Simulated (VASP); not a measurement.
Wanted: the native input for a VASP 6.6.1 run.

* Task: single point
* Functional: PBEsol
* Dispersion: D3(BJ)
* Potentials or basis: VASP PAW PBE potentials, release 64 (Al)
* Cutoff: 520 eV
* k mesh: 18 × 18 × 6
* Occupations: gaussian, width 0.15 eV
* Spin: no spin polarisation
* Dipole correction: no
* Further INCAR settings: ALGO = Normal; EDIFF = 1e-07; NBANDS = 14

The structure of Al lies in POSCAR:

```
Al
1.0
    2.9145058437      0.0000000000      0.0000000000
   -1.4572529218      2.5240361001      0.0000000000
    0.0000000000      0.0000000000      8.8283296511
Al
4
Direct
    0.0000000000      0.0000000000      0.0000000000
    0.3333333333      0.6666666667      0.2500000000
    0.0000000000      0.0000000000      0.5000000000
    0.6666666667      0.3333333333      0.7500000000
```

This cell differs from its parent crystal: volume 16.236 Å^3 an atom, c/a of the conventional cell 3.0291.

The input as run:

INCAR

```
SYSTEM = Al
ALGO = Normal
EDIFF = 1E-7
ENCUT = 520
GGA = PS
ISIF = 2
ISMEAR = 0
IVDW = 12
LASPH = .TRUE.
LCHARG = .FALSE.
LREAL = .FALSE.
LWAVE = .FALSE.
NBANDS = 14
NELM = 60
PREC = Accurate
SIGMA = 0.15
```

KPOINTS

```
k-points
0
G
  18 18 6
  0 0 0
```

Potentials or basis: VASP PAW PBE potentials, release 64 (Al).

Command:

```console
$ cat potpaw_PBE.64/Al/POTCAR > POTCAR
$ mpirun -np 1 vasp_std > vasp.out
```

It gave:

```yaml
Pressure: -2.5 GPa
Band_gap_on_the_k_mesh: zero (band 6 reaches 13.14 eV, above the bottom of band 7 at 6.35 eV)
Dispersion_energy_per_atom: -0.323 eV
```

Caveat: the PAW data sets were made with another functional, which shifts forces and pressure a little; pairwise dispersion overbinds metals, which lowers pressure and volume.

Run time: 64 s on 1 thread of AMD EPYC 9R45 96-Core Processor (Zen 5), with other jobs on the host, peak memory 0.22 GiB.
